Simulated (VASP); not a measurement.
# Pt in VASP: notebook

The runs below take Pt through single point, with PBE.

All numbers are computed with VASP 6.6.1; they aren't measurements. Logs are shortened: lines on timing, memory, paths and dates and some standing lists are left out, and cuts for length are marked.

## (1) The cell of the first run

The cell holds a slab with vacuum, 3 atoms: a = 2.808 Å, b = 2.808 Å, c = 17.620 Å, α = 90.00°, β = 90.00°, γ = 120.00°.

## (2) Single point, PBE

Contents of INCAR:

```
SYSTEM = Pt
ALGO     = Normal         ! electronic algorithm
DIPOL    = 0.5 0.5 0.500
EDIFF    = 1E-6           ! SCF threshold, eV
ENCUT    = 520            ! plane-wave cutoff, eV
GGA      = PE             ! functional
IDIPOL   = 3            
ISIF     = 2              ! what is computed and relaxed
ISMEAR   = -1             ! smearing method
LASPH    = .TRUE.         ! aspherical terms in the spheres
LCHARG   = .TRUE.         ! write CHGCAR
LDIPOL   = .TRUE.       
LELF     = .TRUE.         ! ELF
LREAL    = .FALSE.        ! projectors in reciprocal space
LVACPOTAV= .TRUE.       
LVHAR    = .TRUE.       
LWAVE    = .FALSE.        ! write WAVECAR
NBANDS   = 22             ! bands
NELM     = 60             ! most SCF steps
PREC     = Accurate       ! precision mode
SIGMA    = 0.08           ! smearing width, eV
```

Contents of KPOINTS:

```
k-points
0
G
  13 13 1
  0 0 0
```

Contents of POSCAR:

```
Pt
1.0
    2.8080030018      0.0000000000      0.0000000000
   -1.4040015009      2.4318019335      0.0000000000
    0.0000000000      0.0000000000     17.6203000000
Pt
3
Direct
    0.1666666667      0.3333333333      0.3688921460
    0.5000000000      1.0000000000      0.5000000013
    0.8333333333      0.6666666667      0.6311078540
```

Potentials or basis: VASP PAW PBE potentials, release 64 (Pt).

On the command line:

```console
$ cat potpaw_PBE.64/Pt/POTCAR > POTCAR
$ mpirun -np 1 vasp_std > vasp.out
```

OUTCAR:

```text
SYSTEM = Pt
   EDIFF = 1E-6
   ENCUT = 520
   GGA = PE
   ISIF = 2
   ISMEAR = -1
   LASPH = .TRUE.
   LREAL = .FALSE.
   NELM = 60
   PREC = Accurate

 ion  position               nearest neighbor table
   1  0.167  0.333  0.369-   2 2.82   2 2.82   2 2.82
   2  0.500  0.000  0.500-   3 2.82   3 2.82   3 2.82   1 2.82   1 2.82   1 2.82
   3  0.833  0.667  0.631-   2 2.82   2 2.82   2 2.82

  LATTYP: Found a hexagonal cell.
 ALAT       =     2.8080030018
 C/A-ratio  =     6.2750289044

  Lattice vectors:

 A1 = (   2.8080030018,   0.0000000000,   0.0000000000)
 A2 = (  -1.4040015009,   2.4318019335,   0.0000000000)
 A3 = (   0.0000000000,   0.0000000000,  17.6203000000)

Analysis of symmetry for initial positions (statically):
=====================================================================
 Subroutine PRICEL returns:
 Original cell was already a primitive cell.

 Routine SETGRP: Setting up the symmetry group for a
 hexagonal supercell.

 Subroutine GETGRP returns: Found 12 space group operations
 (whereof  4 operations were pure point group operations)
 out of a pool of 24 trial point group operations.

The static configuration has the point symmetry C_2h.
 The point group associated with its full space group is D_3d.

Analysis of symmetry for dynamics (positions and initial velocities):
=====================================================================
 Subroutine PRICEL returns:
 Original cell was already a primitive cell.

 Routine SETGRP: Setting up the symmetry group for a
 hexagonal supercell.

 Subroutine GETGRP returns: Found 12 space group operations
 (whereof  4 operations were pure point group operations)
 out of a pool of 24 trial point group operations.

The dynamic configuration has the point symmetry C_2h.
 The point group associated with its full space group is D_3d.

 Subroutine INISYM returns: Found 12 space group operations
 (whereof  4 operations are pure point group operations),
 and found     1 'primitive' translations

----------------------------------------------------------------------------------------

                                     Primitive cell

  volume of cell :     120.3203

  direct lattice vectors                    reciprocal lattice vectors
     2.808003002  0.000000000  0.000000000     0.356124975  0.205608850  0.000000000
    -1.404001501  2.431801934  0.000000000     0.000000000  0.411217701  0.000000000
     0.000000000  0.000000000 17.620300000     0.000000000  0.000000000  0.056752723

  length of vectors
     2.808003002  2.808003002 17.620300000     0.411217701  0.411217701  0.056752723

  position of ions in fractional coordinates (direct lattice)
     0.166666667  0.333333333  0.368892146
     0.500000000  0.000000000  0.500000001
     0.833333333  0.666666667  0.631107854

  ion indices of the primitive-cell ions
   primitive index   ion index
                 1           1
                 2           2
                 3           3

----------------------------------------------------------------------------------------

 KPOINTS: k-points

Automatic generation of k-mesh.
 Grid dimensions read from file:
 generate k-points for:   13   13    1

 Generating k-lattice:

  Cartesian coordinates                     Fractional coordinates (reciprocal lattice)
     0.027394229  0.015816065  0.000000000     0.076923077 -0.000000000  0.000000000
     0.000000000  0.031632131  0.000000000     0.000000000  0.076923077  0.000000000
     0.000000000  0.000000000  0.056752723     0.000000000  0.000000000  1.000000000

  Length of vectors
     0.031632131  0.031632131  0.056752723

  Shift w.r.t. Gamma in fractional coordinates (k-lattice)
     0.000000000  0.000000000  0.000000000

 Subroutine IBZKPT returns following result:
 ===========================================

 Found     21 irreducible k-points:

 Following reciprocal coordinates:
            Coordinates               Weight
  0.000000  0.000000  0.000000      1.000000
  0.076923 -0.000000  0.000000      6.000000
  0.153846 -0.000000  0.000000      6.000000
  0.230769 -0.000000  0.000000      6.000000
  0.307692 -0.000000  0.000000      6.000000
  0.384615 -0.000000  0.000000      6.000000
[... 13 lines left out ...]
  0.384615  0.230769  0.000000      6.000000
  0.307692  0.307692  0.000000      6.000000
   k-points           NKPTS =     21   k-points in BZ     NKDIM =     21   number of bands    NBANDS=     22
   number of dos      NEDOS =    301   number of ions     NIONS =      3
   total plane-waves  NPLWV =  80640
   dimension x,y,z NGX =    24 NGY =   24 NGZ =  140
   dimension x,y,z NGXF=    48 NGYF=   48 NGZF=  280
   ions per type =               3
   NGX,Y,Z   is equivalent  to a cutoff of  14.21, 14.21, 13.21 a.u.
   NGXF,Y,Z  is equivalent  to a cutoff of  28.42, 28.42, 26.42 a.u.
 SYSTEM =  Pt
   PREC   = accura    normal or accurate (medium, high low for compatibility)
   ISTART =      0    job   : 0-new  1-cont  2-samecut
   ICHARG =      2    charge: 1-file 2-atom 10-const
   ISPIN  =      1    spin polarized calculation?
   LNONCOLLINEAR =      F non collinear calculations
   LSORBIT =      F    spin-orbit coupling
   LASPH  =      T    aspherical Exc in radial PAW
   ENCUT  =  520.0 eV  38.22 Ry    6.18 a.u.   5.22  5.22 32.76*2*pi/ulx,y,z
   NELM   =     60;   NELMIN=  2; NELMDL= -5     # of ELM steps
   EDIFF  = 0.1E-05   stopping-criterion for ELM
   LREAL  =      F    real-space projection
   EDIFFG = 0.1E-04   stopping-criterion for IOM
   NSW    =      0    number of steps for IOM
   IBRION =     -1    ionic relax: 0-MD 1-quasi-New 2-CG
   NFREE  =      0    steps in history (QN), initial steepest desc. (CG)
   ISIF   =      2    stress and relaxation
   ISYM   =      2    0-nonsym 1-usesym 2-fastsym
   POTIM  = 0.5000    time-step for ionic-motion
   TEBEG  =    0.0;   TEEND  =   0.0 temperature during run
   PSTRESS=    0.0 pullay stress
   NELECT =      30.0000    total number of electrons
   NUPDOWN=      -1.0000    fix difference up-down
   EMIN   =  10.00;   EMAX   =-10.00  energy-range for DOS
   EFERMI =   0.00;   METHOD = LEGACY
   ISMEAR =    -1;   SIGMA  =   0.08  broadening in eV -4-tet -1-fermi 0-gaus
   EFERMI_NEDOS =   21; number of points for ismear=-14 and -15
   IALGO  =     38    algorithm
[... 10 lines left out ...]
   IVDW    =     0    specifies the selected vdW correction
   LEPSILON=     F    determine dielectric tensor
   LRPA    =     F    only Hartree local field effects (RPA)
 non-spin polarized calculation
  energy-cutoff  :      520.00
  volume of cell :      120.32
 maximum number of plane-waves:      3269
 NGX is ok and might be reduce to    24
   NGX = 11   NGY = 11   NGZ = 65

 dipolmoment           0.000000      0.000000      0.000000 electrons x Angstroem

 number of electron      29.9999998 magnetization

 dipolmoment           0.000000      0.000000     -0.000000 electrons x Angstroem

 Free energy of the ion-electron system (eV)
  ---------------------------------------------------
  ext. energy  EPLUGINS =         0.00000000
  ---------------------------------------------------
  free energy    TOTEN  =       -17.05395319 eV

  energy without entropy =      -16.92168632  energy(sigma->0) =      -16.98781976

 E-fermi :   0.5429     XC(G=0):  -6.2378

 val. band max:        0.5409355961   @ k =   0.3846  -0.0000   0.0000
 cond. band min:       0.5431531280   @ k =   0.1538  -0.0000   0.0000
 fundamental gap:      0.0022175319
 Fermi energy:         0.5428761193

 k-point     1 :       0.0000    0.0000    0.0000
  band No.  band energies     occupation
      1      -8.2573      2.00000
      2      -6.5666      2.00000
      3      -6.0547      2.00000
      4      -2.8883      2.00000
      5      -2.7564      2.00000
      6      -2.7564      2.00000
[... 14 lines left out ...]
     21       6.5786      0.00000
     22       7.5316      0.00000

 k-point     2 :       0.0769   -0.0000    0.0000
  band No.  band energies     occupation
      1      -8.0564      2.00000
      2      -6.3629      2.00000
      3      -5.8617      2.00000
      4      -2.9389      2.00000
      5      -2.8943      2.00000
      6      -2.7300      2.00000
[... 14 lines left out ...]
     21       6.7469      0.00000
     22       7.6380      0.00000

 k-point     3 :       0.1538   -0.0000    0.0000
  band No.  band energies     occupation
      1      -7.4902      2.00000
      2      -5.8154      2.00000
      3      -5.3475      2.00000
      4      -3.3334      2.00000
      5      -3.1429      2.00000
      6      -2.8825      2.00000
[... 14 lines left out ...]
     21       7.2494      0.00000
     22       7.9601      0.00000

 k-point     4 :       0.2308   -0.0000    0.0000
  band No.  band energies     occupation
      1      -6.6969      2.00000
      2      -5.2311      2.00000
      3      -4.8001      2.00000
      4      -3.7709      2.00000
      5      -3.4080      2.00000
      6      -2.7798      2.00000
[... 14 lines left out ...]
     21       8.0652      0.00000
     22       8.5258      0.00000

 k-point     5 :       0.3077   -0.0000    0.0000
  band No.  band energies     occupation
      1      -5.9864      2.00000
      2      -5.1092      2.00000
      3      -4.7035      2.00000
      4      -4.2255      2.00000
      5      -3.2506      2.00000
      6      -2.8549      2.00000
[... 14 lines left out ...]
     21       9.0739      0.00000
     22       9.4121      0.00000

 k-point     6 :       0.3846   -0.0000    0.0000
  band No.  band energies     occupation
      1      -5.6710      2.00000
      2      -5.2656      2.00000
      3      -4.8398      2.00000
      4      -4.5930      2.00000
      5      -3.3040      2.00000
      6      -2.8732      2.00000
[... 14 lines left out ...]
     21       9.0403      0.00000
     22       9.4481      0.00000

 k-point     7 :       0.4615   -0.0000    0.0000
  band No.  band energies     occupation
      1      -5.6317      2.00000
      2      -5.3889      2.00000
      3      -4.9107      2.00000
      4      -4.8127      2.00000
      5      -3.3743      2.00000
      6      -3.0154      2.00000
[... 249 lines left out ...]
      6      -2.7909      2.00000
[... 14 lines left out ...]
     21       8.4375      0.00000
     22      10.1126      0.00000

 k-point    18 :       0.2308    0.2308    0.0000
  band No.  band energies     occupation
      1      -4.8781      2.00000
      2      -4.6246      2.00000
      3      -4.1369      2.00000
      4      -3.8118      2.00000
      5      -3.3051      2.00000
      6      -3.3040      2.00000
[... 14 lines left out ...]
     21       9.3932      0.00000
     22       9.5794      0.00000

 k-point    19 :       0.3077    0.2308    0.0000
  band No.  band energies     occupation
      1      -4.6218      2.00000
      2      -4.6121      2.00000
      3      -4.2051      2.00000
      4      -3.7345      2.00000
      5      -3.4056      2.00000
      6      -3.1986      2.00000
[... 14 lines left out ...]
     21       9.0118      0.00000
     22       9.3670      0.00000

 k-point    20 :       0.3846    0.2308    0.0000
  band No.  band energies     occupation
      1      -4.6241      2.00000
      2      -4.5578      2.00000
      3      -4.2387      2.00000
      4      -3.7892      2.00000
      5      -3.4433      2.00000
      6      -3.0332      2.00000
[... 14 lines left out ...]
     21       8.1683      0.00000
     22       9.4133      0.00000

 k-point    21 :       0.3077    0.3077    0.0000
  band No.  band energies     occupation
      1      -4.3632      2.00000
      2      -4.3431      2.00000
      3      -3.9635      2.00000
      4      -3.8318      2.00000
      5      -3.4555      2.00000
      6      -2.8859      2.00000
[... 14 lines left out ...]
     21       8.5849      0.00000
     22       8.9054      0.00000

------------------------ aborting loop because EDIFF is reached ----------------------------------------

  FORCE on cell =-STRESS in cart. coord.  units (eV):
  Direction    XX          YY          ZZ          XY          YZ          ZX
  --------------------------------------------------------------------------------------
  -------------------------------------------------------------------------------------
  Total       -4.7373798     -4.7373798     -0.1158464      0.0000000     -0.0000000      0.0000000
  in kB      -63.0826203    -63.0826203     -1.5426032      0.0000000     -0.0000000      0.0000000
  external PRESSURE =     -42.5692812 kB  Pullay stress =       0.0000000 kB

 VOLUME and BASIS-vectors are now :
 -----------------------------------------------------------------------------
  energy-cutoff  :      520.00
  volume of cell :      120.32
      direct lattice vectors                 reciprocal lattice vectors
     2.808003002  0.000000000  0.000000000     0.356124975  0.205608850  0.000000000
    -1.404001501  2.431801934  0.000000000     0.000000000  0.411217701  0.000000000
     0.000000000  0.000000000 17.620300000     0.000000000  0.000000000  0.056752723

 POSITION                                       TOTAL-FORCE (eV/Angst)
 -----------------------------------------------------------------------------------
      0.00000      0.81060      6.49999        -0.000000      0.000000      0.020712
      1.40400      0.00000      8.81015        -0.000000      0.000000      0.000000
      1.40400      1.62120     11.12031         0.000000     -0.000000     -0.020712
 -----------------------------------------------------------------------------------
    total drift:                               -0.000000     -0.000000     -0.000019

  FREE ENERGIE OF THE ION-ELECTRON SYSTEM (eV)
  ---------------------------------------------------
  free  energy   TOTEN  =       -17.0539531893 eV

  energy  without entropy=      -16.9216863235  energy(sigma->0) =      -16.98781976

 vacuum level on the upper side and lower side of the slab         6.310         6.310
```

Wall time 28 s (1 thread of Intel Xeon 6975P-C (Granite Rapids), shared host); peak memory 0.27 GiB.

What came out:

- Free energy: -17.0540 eV
- Largest force: 0.021 eV/Å
- Band gap on the k mesh: zero (bands 15 and 16 overlap by 1.19 eV)

Forces on the atoms (eV/Å):
```
Pt   0.000  0.000  0.021
Pt   0.000  0.000  0.000
Pt   0.000  0.000 -0.021
```

Levels at points of the mesh, in eV from the Fermi level:
```csv
k point,band 13,band 14,band 15,band 16,band 17,band 18
"(0.00, 0.00, 0.00)",-1.32,-0.67,-0.67,-0.66,-0.02,-0.02
```

Caveat: spin-orbit coupling is left out, which moves the levels of the heavy elements.

## (3) Single point, PBE

Contents of INCAR:

```
  PREC = Accurate
  ENCUT = 520
  EDIFF = 1E-6
  ISMEAR = -1
  SIGMA = 0.08
  LREAL = F
  LASPH = T
  NELM = 60
  ALGO = Normal
  ISIF = 2
  LWAVE = F
  LCHARG = F
  LDIPOL = T
  IDIPOL = 3
  DIPOL = 0.5 0.5 0.500
  GGA = PE
  NBANDS = 22
```

Contents of KPOINTS:

```
regular mesh
0
Gamma
  13 13 1
```

POSCAR is that of step 2.

Potentials or basis: VASP PAW PBE potentials, release 64 (Pt).

On the command line:

```console
$ cat potpaw_PBE.64/Pt/POTCAR > POTCAR
$ mpirun -np 1 vasp_std > vasp.out
```

It took 26 s on 1 thread of Intel Xeon 6975P-C (Granite Rapids), shared host; peak memory 0.27 GiB.

Results (log left out):

```
Free energy            : -17.0540 eV
Largest force          : 0.021 eV/Å
Band gap on the k mesh : zero (bands 15 and 16 overlap by 1.19 eV)
```

Forces on the atoms (eV/Å):
```
Pt   0.000  0.000  0.021
Pt   0.000  0.000  0.000
Pt   0.000  0.000 -0.021
```

Levels at points of the mesh, in eV from the Fermi level:
```csv
k point,band 12,band 13,band 14,band 15,band 16,band 17,band 18,band 19
"(0.00, 0.00, 0.00)",-1.32,-1.32,-0.67,-0.67,-0.66,-0.02,-0.02,0.91
```

Caveat: spin-orbit coupling is left out, which moves the levels of the heavy elements.

## (4) Single point, PBE

This run uses another cell than the first one.

Contents of INCAR:

```
SYSTEM = Pt
  PREC = Accurate
  ENCUT = 520
  EDIFF = 1E-6
  ISMEAR = -1
  SIGMA = 0.08
  LREAL = .False.
  LASPH = .True.
  NELM = 60
  ALGO = Normal
  ISIF = 2
  LWAVE = .False.
  LCHARG = .True.
  LDIPOL = .True.
  IDIPOL = 3
  DIPOL = 0.5 0.5 0.500
  GGA = PE
  LELF = .True.
  LVHAR = .True.
  LVACPOTAV = .True.
  NBANDS = 22
```

Contents of KPOINTS:

```
regular mesh
0
Gamma
  13 13 1
  0 0 0
```

Contents of POSCAR:

```
Pt
1.0
    2.8080030018      0.0000000000      0.0000000000
   -1.4040015009      2.4318019335      0.0000000000
    0.0000000000      0.0000000000     20.5854000000
Pt
3
Direct
    0.1666666665      0.3333333335      0.3886237407
    0.5000000005      0.9999999995      0.4999999997
    0.8333333335      0.6666666665      0.6113762593
```

On the command line:

```console
$ cat potpaw_PBE.64/Pt/POTCAR > POTCAR
$ mpirun -np 1 vasp_std > vasp.out
```

Wall time 41 s (1 thread of Intel Xeon 6975P-C (Granite Rapids), shared host); peak memory 0.28 GiB.

The run converged. Its results:

```yaml
Free_energy: -17.0536 eV
Largest_force: 0.077 eV/Å
Band_gap_on_the_k_mesh: zero (bands 15 and 16 overlap by 1.20 eV)
```

Forces in eV/Å, atoms in the order of the input:
```
Pt   0.000  0.000 -0.077
Pt   0.000  0.000  0.000
Pt   0.000  0.000  0.077
```

Levels at points of the mesh, in eV from the Fermi level:
```csv
k point,band 12,band 13,band 14,band 15,band 16,band 17,band 18,band 19
"(0.00, 0.00, 0.00)",-1.35,-1.35,-0.70,-0.70,-0.67,-0.02,-0.02,0.91
```

Caveat: spin-orbit coupling is left out, which moves the levels of the heavy elements.

## (5) Single point, PBE

This run uses another cell than the first one.

Contents of INCAR:

```
ALGO     = Normal         # electronic algorithm
DIPOL    = 0.5 0.5 0.500
EDIFF    = 1E-6           # SCF threshold, eV
ENCUT    = 520            # plane-wave cutoff, eV
GGA      = PE             # functional
IDIPOL   = 3            
ISIF     = 2              # what is computed and relaxed
ISMEAR   = -1             # smearing method
LASPH    = T              # aspherical terms in the spheres
LCHARG   = F              # write CHGCAR
LDIPOL   = T            
LREAL    = F              # projectors in reciprocal space
LWAVE    = F              # write WAVECAR
NBANDS   = 22             # bands
NELM     = 80             # most SCF steps
PREC     = Accurate       # precision mode
SIGMA    = 0.08           # smearing width, eV
```

Contents of KPOINTS:

```
k-points
0
Gamma
  13 13 1
```

Contents of POSCAR:

```
Pt
1.0
    2.8080030018      0.0000000000      0.0000000000
   -1.4040015009      2.4318019335      0.0000000000
    0.0000000000      0.0000000000     20.5854000000
Pt
3
Direct
    0.1666666667      0.3333333333      0.3877767870
    0.5000000000      1.0000000000      0.5000000007
    0.8333333333      0.6666666667      0.6122232120
```

On the command line:

```console
$ cat potpaw_PBE.64/Pt/POTCAR > POTCAR
$ mpirun -np 1 vasp_std > vasp.out
```

Wall time 40 s (1 thread of Intel Xeon 6975P-C (Granite Rapids), shared host); peak memory 0.28 GiB.

Results (log left out):

```
Free energy            : -17.0546 eV
Largest force          : 0.020 eV/Å
Band gap on the k mesh : zero (bands 15 and 16 overlap by 1.19 eV)
```

Forces in eV/Å, atoms in the order of the input:
```
Pt   0.000  0.000  0.020
Pt   0.000  0.000  0.000
Pt   0.000  0.000 -0.020
```

Levels at points of the mesh, in eV from the Fermi level:
| k point | band 12 | band 13 | band 14 | band 15 | band 16 | band 17 | band 18 | band 19 |
| --- | --- | --- | --- | --- | --- | --- | --- | --- |
| (0.00, 0.00, 0.00) | -1.32 | -1.32 | -0.67 | -0.67 | -0.66 | -0.02 | -0.02 | 0.91 |

Caveat: spin-orbit coupling is left out, which moves the levels of the heavy elements.

## (6) The runs side by side

```csv
cell,gap on the mesh (eV),largest force (eV/Å)
"a = 2.808, b = 2.808, c = 17.620 Å, angles 90.0, 90.0, 120.0°, 3 atoms, atomic positions A",none,0.02
"a = 2.808, b = 2.808, c = 20.585 Å, angles 90.0, 90.0, 120.0°, 3 atoms, atomic positions B",none,0.08
"a = 2.808, b = 2.808, c = 20.585 Å, angles 90.0, 90.0, 120.0°, 3 atoms, atomic positions A",none,0.02
```

Alike in all rows: task single point; level PBE; potentials or basis VASP PAW PBE potentials, release 64 (Pt); no spin polarisation; k mesh 13 × 13 × 1; cutoff (eV) 520; smearing fermi-dirac 0.08 eV.

Caveats: spin-orbit coupling is left out, which moves the levels of the heavy elements.

Absolute energies hang on the potentials; compare differences alone.
